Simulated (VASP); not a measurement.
# NaF (I4/mmm) in VASP: further runs

NaF is run at these levels: r2SCAN; tasks: single point.

Program: VASP 6.6.1. These are calculated values, not measurements. Logs are shortened: lines on timing, memory, paths and dates and some standing lists are left out, and cuts for length are marked.

## (1) The cell of the first run

The structure is tetragonal, space group I4/mmm (No. 139). The conventional cell has a = 3.184 Å, b = 3.184 Å, c = 4.630 Å, α = 90.00°, β = 90.00°, γ = 90.00°. Na (site symmetry 4/mmm) has 6 F at 2.25 to 2.32 Å within 3.0 Å. F (site symmetry 4/mmm) has 6 Na at 2.25 to 2.32 Å within 3.0 Å.

## (2) Single point, r2SCAN (epitaxial xy strain -2.0%)

POSCAR

```
NaF
1.0
    0.0000000000      2.2512247225      2.3152038601
    2.2512247225      0.0000000000      2.3152038601
    2.2512247225      2.2512247225      0.0000000000
Na F
1 1
Direct
    0.0000000000      0.0000000000      0.0000000000
    0.5000000000      0.5000000000      0.5000000000
```

INCAR.step1

```
SYSTEM = NaF
PREC = Accurate ; ENCUT = 520
ISMEAR = 0 ; SIGMA = 0.01
LREAL = .False. ; LASPH = .True.
NELM = 60 ; NBANDS = 14
GGA = PE ; ALGO = Normal
EDIFF = 1E-4 ; LWAVE = .True.
LCHARG = .False.
```

INCAR.step2

```
SYSTEM = NaF
PREC = Accurate ; ENCUT = 520
EDIFF = 1E-6 ; ISMEAR = 0
SIGMA = 0.01 ; LREAL = .False.
LASPH = .True. ; NELM = 60
ALGO = Normal ; ISIF = 2
LWAVE = .False. ; LCHARG = .False.
METAGGA = R2SCAN ; LMIXTAU = .True.
NBANDS = 14 ; ISTART = 1
```

KPOINTS

```
regular mesh
0
Gamma
  10 10 10
  0 0 0
```

Potentials or basis: VASP PAW PBE potentials, release 64 (Na_pv, F).

Launch:

```
cat potpaw_PBE.64/Na_pv/POTCAR potpaw_PBE.64/F/POTCAR > POTCAR
cp INCAR.step1 INCAR
mpirun -np 1 vasp_std > vasp.out
cp INCAR.step2 INCAR
mpirun -np 1 vasp_std > vasp.out
```

OUTCAR:

```text
SYSTEM = NaF
   PREC = Accurate
   ENCUT = 520
   EDIFF = 1E-6
   ISMEAR = 0
   LREAL = .False.
   LASPH = .True.
   NELM = 60
   ISIF = 2
   METAGGA = R2SCAN
   ISTART = 1

 ion  position               nearest neighbor table
   1  0.000  0.000  0.000-   2 2.25   2 2.25   2 2.25   2 2.25   2 2.32   2 2.32
   2  0.500  0.500  0.500-   1 2.25   1 2.25   1 2.25   1 2.25   1 2.32   1 2.32

  LATTYP: Found a body centered tetragonal cell.
 ALAT       =     3.1837125345
 C/A-ratio  =     1.4544050915

  Lattice vectors:

 A1 = (  -2.2512247225,   0.0000000000,   2.3152038601)
 A2 = (   2.2512247225,   0.0000000000,   2.3152038601)
 A3 = (   0.0000000000,   2.2512247225,  -2.3152038601)

Analysis of symmetry for initial positions (statically):
=====================================================================
 Subroutine PRICEL returns:
 Original cell was already a primitive cell.

 Routine SETGRP: Setting up the symmetry group for a
 body centered tetragonal supercell.

 Subroutine GETGRP returns: Found 16 space group operations
 (whereof 16 operations were pure point group operations)
 out of a pool of 16 trial point group operations.

The static configuration has the point symmetry D_4h.

Analysis of symmetry for dynamics (positions and initial velocities):
=====================================================================
 Subroutine PRICEL returns:
 Original cell was already a primitive cell.

 Routine SETGRP: Setting up the symmetry group for a
 body centered tetragonal supercell.

 Subroutine GETGRP returns: Found 16 space group operations
 (whereof 16 operations were pure point group operations)
 out of a pool of 16 trial point group operations.

The dynamic configuration has the point symmetry D_4h.

 Subroutine INISYM returns: Found 16 space group operations
 (whereof 16 operations are pure point group operations),
 and found     1 'primitive' translations

----------------------------------------------------------------------------------------

                                     Primitive cell

  volume of cell :      23.4670

  direct lattice vectors                    reciprocal lattice vectors
     0.000000000  2.251224722  2.315203860    -0.222101328  0.222101328  0.215963704
     2.251224722  0.000000000  2.315203860     0.222101328 -0.222101328  0.215963704
     2.251224722  2.251224722  0.000000000     0.222101328  0.222101328 -0.215963704

  length of vectors
     3.229269525  3.229269525  3.183712535     0.381180168  0.381180168  0.381180168

  position of ions in fractional coordinates (direct lattice)
     0.000000000  0.000000000  0.000000000
     0.500000000  0.500000000  0.500000000

  ion indices of the primitive-cell ions
   primitive index   ion index
                 1           1
                 2           2

----------------------------------------------------------------------------------------

 KPOINTS: regular mesh

Automatic generation of k-mesh.
 Grid dimensions read from file:
 generate k-points for:   10   10   10

 Generating k-lattice:

  Cartesian coordinates                     Fractional coordinates (reciprocal lattice)
    -0.022210133  0.022210133  0.021596370     0.100000000 -0.000000000  0.000000000
     0.022210133 -0.022210133  0.021596370    -0.000000000  0.100000000  0.000000000
     0.022210133  0.022210133 -0.021596370     0.000000000  0.000000000  0.100000000

  Length of vectors
     0.038118017  0.038118017  0.038118017

  Shift w.r.t. Gamma in fractional coordinates (k-lattice)
     0.000000000  0.000000000  0.000000000

 Subroutine IBZKPT returns following result:
 ===========================================

 Found    102 irreducible k-points:

 Following reciprocal coordinates:
            Coordinates               Weight
  0.000000  0.000000  0.000000      1.000000
  0.100000 -0.000000  0.000000      8.000000
  0.200000 -0.000000  0.000000      8.000000
  0.300000  0.000000  0.000000      8.000000
  0.400000  0.000000  0.000000      8.000000
  0.500000 -0.000000  0.000000      4.000000
[... 16 lines left out ...]
  0.300000  0.300000  0.000000      2.000000
  0.400000  0.300000  0.000000      8.000000
 [... further k-points ...]
   k-points           NKPTS =    102   k-points in BZ     NKDIM =    102   number of bands    NBANDS=     14
   number of dos      NEDOS =    301   number of ions     NIONS =      2
   total plane-waves  NPLWV =  13824
   dimension x,y,z NGX =    24 NGY =   24 NGZ =   24
   dimension x,y,z NGXF=    48 NGYF=   48 NGZF=   48
   ions per type =               1   1
   NGX,Y,Z   is equivalent  to a cutoff of  12.36, 12.36, 12.53 a.u.
   NGXF,Y,Z  is equivalent  to a cutoff of  24.71, 24.71, 25.06 a.u.
 SYSTEM =  NaF
   PREC   = accura    normal or accurate (medium, high low for compatibility)
   ISTART =      1    job   : 0-new  1-cont  2-samecut
   ICHARG =      0    charge: 1-file 2-atom 10-const
   ISPIN  =      1    spin polarized calculation?
   LNONCOLLINEAR =      F non collinear calculations
   LSORBIT =      F    spin-orbit coupling
   LASPH  =      T    aspherical Exc in radial PAW
   ENCUT  =  520.0 eV  38.22 Ry    6.18 a.u.   6.00  6.00  5.92*2*pi/ulx,y,z
   NELM   =     60;   NELMIN=  2; NELMDL=  0     # of ELM steps
   EDIFF  = 0.1E-05   stopping-criterion for ELM
   LREAL  =      F    real-space projection
   EDIFFG = 0.1E-04   stopping-criterion for IOM
   NSW    =      0    number of steps for IOM
   IBRION =     -1    ionic relax: 0-MD 1-quasi-New 2-CG
   NFREE  =      0    steps in history (QN), initial steepest desc. (CG)
   ISIF   =      2    stress and relaxation
   ISYM   =      2    0-nonsym 1-usesym 2-fastsym
   POTIM  = 0.5000    time-step for ionic-motion
   TEBEG  =    0.0;   TEEND  =   0.0 temperature during run
   PSTRESS=    0.0 pullay stress
   NELECT =      14.0000    total number of electrons
   NUPDOWN=      -1.0000    fix difference up-down
   EMIN   =  10.00;   EMAX   =-10.00  energy-range for DOS
   EFERMI =   0.00;   METHOD = LEGACY
   ISMEAR =     0;   SIGMA  =   0.01  broadening in eV -4-tet -1-fermi 0-gaus
   EFERMI_NEDOS =   21; number of points for ismear=-14 and -15
   IALGO  =     38    algorithm
   IMIX   =      4    mixing-type and parameters
     AMIX     =   0.40;   BMIX     =  1.00
     AMIX_MAG =   1.60;   BMIX_MAG =  1.00
  volume/ion in A,a.u.               =      11.73        79.18
  Fermi-wavevector in a.u.,A,eV,Ry     =   1.378156  2.604338 25.841753  1.899315
  Thomas-Fermi vector in A             =   2.503244
   LORBIT       =      0    0 simple, 1 ext, 2 COOP (PROOUT), +10 PAW based schemes
   METAGGA = R2SCAN    functional components
   LHFCALC =     F    Hartree Fock is set to
   AEXX    =    0.0000 exact exchange contribution
   IVDW    =     0    specifies the selected vdW correction
   LEPSILON=     F    determine dielectric tensor
   LRPA    =     F    only Hartree local field effects (RPA)
 non-spin polarized calculation
 Gauss-broadening in eV      SIGMA  =   0.01
  energy-cutoff  :      520.00
  volume of cell :       23.47
 maximum number of plane-waves:       644
   NGX = 13   NGY = 13   NGZ = 11

 number of electron      14.0000003 magnetization

 Free energy of the ion-electron system (eV)
  ---------------------------------------------------
  ext. energy  EPLUGINS =         0.00000000
  ---------------------------------------------------
  free energy    TOTEN  =       -12.59744654 eV

  energy without entropy =      -12.59744654  energy(sigma->0) =      -12.59744654

 E-fermi :  -2.3678     XC(G=0): -10.0870

 val. band max:       -2.4672631109   @ k =   0.0000   0.0000   0.0000
 cond. band min:       5.0427170079   @ k =   0.0000   0.0000   0.0000
 fundamental gap:      7.5099801188
 Fermi energy:        -2.3678229153

 k-point     1 :       0.0000    0.0000    0.0000
  band No.  band energies     occupation
      1     -22.8673      2.00000
      2     -21.7964      2.00000
      3     -21.7882      2.00000
      4     -21.7879      2.00000
      5      -2.4738      2.00000
      6      -2.4673      2.00000
      7      -2.4673      2.00000
      8       5.0427      0.00000
      9      17.6086      0.00000
     10      17.8142      0.00000
     11      17.8142      0.00000
     12      20.5455      0.00000
     13      22.7792      0.00000
     14      23.6248      0.00000

 k-point     2 :       0.1000   -0.0000    0.0000
  band No.  band energies     occupation
      1     -22.9185      2.00000
      2     -21.7961      2.00000
      3     -21.7890      2.00000
      4     -21.7238      2.00000
      5      -2.6709      2.00000
      6      -2.5020      2.00000
      7      -2.4954      2.00000
      8       5.4112      0.00000
      9      16.4026      0.00000
     10      17.8610      0.00000
     11      18.0114      0.00000
     12      22.1802      0.00000
     13      22.5132      0.00000
     14      23.3161      0.00000

 k-point     3 :       0.2000   -0.0000    0.0000
  band No.  band energies     occupation
      1     -23.0315      2.00000
      2     -21.8003      2.00000
      3     -21.7911      2.00000
      4     -21.5721      2.00000
      5      -3.1432      2.00000
      6      -2.5804      2.00000
      7      -2.5682      2.00000
      8       6.3671      0.00000
      9      14.6443      0.00000
     10      18.3443      0.00000
     11      18.5455      0.00000
     12      22.0327      0.00000
     13      22.7484      0.00000
     14      23.9727      0.00000

 k-point     4 :       0.3000    0.0000    0.0000
  band No.  band energies     occupation
      1     -23.1446      2.00000
      2     -21.8056      2.00000
      3     -21.7936      2.00000
      4     -21.4103      2.00000
      5      -3.6502      2.00000
      6      -2.6756      2.00000
      7      -2.6569      2.00000
      8       7.6162      0.00000
      9      13.2025      0.00000
     10      18.9053      0.00000
     11      19.2238      0.00000
     12      21.7651      0.00000
     13      22.3490      0.00000
     14      23.9585      0.00000

 k-point     5 :       0.4000    0.0000    0.0000
  band No.  band energies     occupation
      1     -23.2226      2.00000
      2     -21.8099      2.00000
      3     -21.7956      2.00000
      4     -21.2922      2.00000
      5      -4.0178      2.00000
      6      -2.7514      2.00000
      7      -2.7276      2.00000
      8       8.8576      0.00000
      9      12.0661      0.00000
     10      19.2505      0.00000
     11      19.7298      0.00000
[... 276 lines left out ...]
 k-point    22 :      -0.2000    0.2000    0.0000
  band No.  band energies     occupation
      1     -23.1347      2.00000
      2     -21.8410      2.00000
      3     -21.7899      2.00000
      4     -21.3887      2.00000
      5      -3.6215      2.00000
      6      -2.8718      2.00000
      7      -2.6798      2.00000
      8       8.0958      0.00000
      9      13.0608      0.00000
     10      17.4539      0.00000
     11      20.2091      0.00000
     12      20.9802      0.00000
     13      21.9049      0.00000
     14      26.2025      0.00000

 k-point    23 :       0.3000    0.3000    0.0000
  band No.  band energies     occupation
      1     -22.8949      2.00000
      2     -21.8247      2.00000
      3     -21.8244      2.00000
      4     -21.6682      2.00000
      5      -3.5993      2.00000
      6      -2.7381      2.00000
      7      -2.7381      2.00000
      8       8.4002      0.00000
      9      12.9614      0.00000
     10      17.0125      0.00000
     11      19.0863      0.00000
     12      19.0864      0.00000
     13      25.2907      0.00000
     14      25.8885      0.00000

 k-point    24 :       0.4000    0.3000    0.0000
  band No.  band energies     occupation
      1     -22.8653      2.00000
      2     -21.8494      2.00000
      3     -21.8299      2.00000
      4     -21.6689      2.00000
      5      -3.7252      2.00000
      6      -2.8588      2.00000
      7      -2.7925      2.00000
      8       9.4289      0.00000
      9      12.4617      0.00000
     10      15.9011      0.00000
     11      19.1989      0.00000
     12      19.3651      0.00000
     13      25.0598      0.00000
     14      26.2757      0.00000

 [... further k-points ...]

------------------------ aborting loop because EDIFF is reached ----------------------------------------

  FORCE on cell =-STRESS in cart. coord.  units (eV):
  Direction    XX          YY          ZZ          XY          YZ          ZX
  --------------------------------------------------------------------------------------
  -------------------------------------------------------------------------------------
  Total        0.3479169      0.3479169     -0.1108734      0.0000000      0.0000000      0.0000000
  in kB       23.7535828     23.7535828     -7.5697393      0.0000000      0.0000000      0.0000000
  external PRESSURE =      13.3124755 kB  Pullay stress =       0.0000000 kB

 VOLUME and BASIS-vectors are now :
 -----------------------------------------------------------------------------
  energy-cutoff  :      520.00
  volume of cell :       23.47
      direct lattice vectors                 reciprocal lattice vectors
     0.000000000  2.251224722  2.315203860    -0.222101328  0.222101328  0.215963704
     2.251224722  0.000000000  2.315203860     0.222101328 -0.222101328  0.215963704
     2.251224722  2.251224722  0.000000000     0.222101328  0.222101328 -0.215963704

 POSITION                                       TOTAL-FORCE (eV/Angst)
 -----------------------------------------------------------------------------------
      0.00000      0.00000      0.00000        -0.000000     -0.000000      0.000000
      2.25122      2.25122      2.31520         0.000000      0.000000      0.000000
 -----------------------------------------------------------------------------------
    total drift:                                0.000000     -0.000000      0.000000

  FREE ENERGIE OF THE ION-ELECTRON SYSTEM (eV)
  ---------------------------------------------------
  free  energy   TOTEN  =       -12.5974465440 eV

  energy  without entropy=      -12.5974465440  energy(sigma->0) =      -12.59744654
```

Run time: 58 s. Hardware: 1 thread of AMD EPYC 9R45 (Zen 5), shared host; peak memory 0.12 GiB.

Results:

* Free energy: -12.5974 eV
* Pressure: 1.3 GPa
* Band gap on the k mesh: 7.51 eV

Caveat: the cell differs from its parent crystal (epitaxial xy strain -2.0%); the PAW data sets were made with another functional, which shifts forces and pressure a little. A k mesh can miss the band edges.

## (3) Single point, r2SCAN (uniaxial x strain +4.0%)

POSCAR

```
NaF
1.0
    0.0000000000      2.2971680842      2.2971680842
    2.3890548075      0.0000000000      2.2971680842
    2.3890548075      2.2971680842      0.0000000000
Na F
1 1
Direct
    0.0000000000      0.0000000000      0.0000000000
    0.5000000000      0.5000000000      0.5000000000
```

INCAR.step1

```
  PREC = Accurate
  ENCUT = 520
  ISMEAR = 0
  SIGMA = 0.01
  LREAL = F
  LASPH = T
  NELM = 100
  NBANDS = 14
  GGA = PE
  ALGO = Normal
  EDIFF = 1E-4
  LWAVE = T
  LCHARG = F
```

INCAR.step2

```
  PREC = Accurate
  ENCUT = 520
  EDIFF = 1E-6
  ISMEAR = 0
  SIGMA = 0.01
  LREAL = F
  LASPH = T
  NELM = 100
  ALGO = Normal
  ISIF = 2
  LWAVE = F
  LCHARG = F
  METAGGA = R2SCAN
  LMIXTAU = T
  NBANDS = 14
  ISTART = 1
```

KPOINTS

```
regular mesh
0
Gamma
  10 10 10
```

Potentials or basis: VASP PAW PBE potentials, release 64 (Na_pv, F).

Launch:

```
cat potpaw_PBE.64/Na_pv/POTCAR potpaw_PBE.64/F/POTCAR > POTCAR
cp INCAR.step1 INCAR
mpirun -np 1 vasp_std > vasp.out
cp INCAR.step2 INCAR
mpirun -np 1 vasp_std > vasp.out
```

Wall time 84 s (1 thread of AMD EPYC 9R45 (Zen 5), shared host); peak memory 0.14 GiB.

It converged, with:

```
Free energy            : -12.5889 eV
Pressure               : -2.3 GPa
Band gap on the k mesh : 7.09 eV
```

Stress tensor (GPa, compression positive):
```
-4.20  0.00  0.00
 0.00 -1.28  0.00
 0.00  0.00 -1.28
```

Levels at points of the mesh, in eV from the valence-band top:
```csv
k point,band 3,band 4,band 5,band 6,band 7,band 8,band 9,band 10,band 11,band 12
"(0.00, 0.00, 0.00)",-19.53,-19.53,0.00,0.00,0.00,7.09,19.52,19.79,19.79,22.32
"(0.50, 0.00, 0.00)",-19.54,-19.01,-1.52,-0.27,-0.24,11.54,13.29,20.91,21.64,23.44
"(0.50, 0.50, 0.00)",-19.59,-19.59,-1.22,-0.45,-0.39,13.75,14.12,14.75,20.57,20.99
"(0.00, 0.50, 0.50)",-19.57,-19.57,-1.28,-0.35,-0.35,13.59,14.13,14.63,21.23,21.23
```

Caveat: the cell differs from its parent crystal (uniaxial x strain +4.0%); the PAW data sets were made with another functional, which shifts forces and pressure a little. A k mesh can miss the band edges.
